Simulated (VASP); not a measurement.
MgI2, 6 atoms in the cell. The cell holds a sheet with vacuum, 6 atoms: a = 4.129 Å, b = 4.129 Å, c = 44.207 Å, α = 90.00°, β = 90.00°, γ = 120.00°. 

```yaml
Program: VASP 6.6.1
Task: single point
Functional: PBE
Dispersion: D3(BJ)
Potentials_or_basis: VASP PAW PBE potentials, release 64 (Mg, I)
Cutoff: 520 eV
k_mesh: 6 × 6 × 1
Occupations: gaussian, width 0.01 eV
Spin: no spin polarisation
Dipole_correction: yes
Further_INCAR_settings: ALGO = Normal; EDIFF = 1e-07; NBANDS = 25
```

Potentials or basis: VASP PAW PBE potentials, release 64 (Mg, I).

The run is started by

```console
$ cat potpaw_PBE.64/Mg/POTCAR potpaw_PBE.64/I/POTCAR > POTCAR
$ mpirun -np 1 vasp_std > vasp.out
```

Hardware: 1 thread of Intel(R) Xeon(R) Platinum 8488C (Sapphire Rapids) (shared host).

**Question.** Estimate the wall time of this run.

**Answer.** Run time: 4.3 min on 1 thread of Intel(R) Xeon(R) Platinum 8488C (Sapphire Rapids) (shared host), peak memory 0.71 GiB. Counts: scf iterations 26, k points 7.
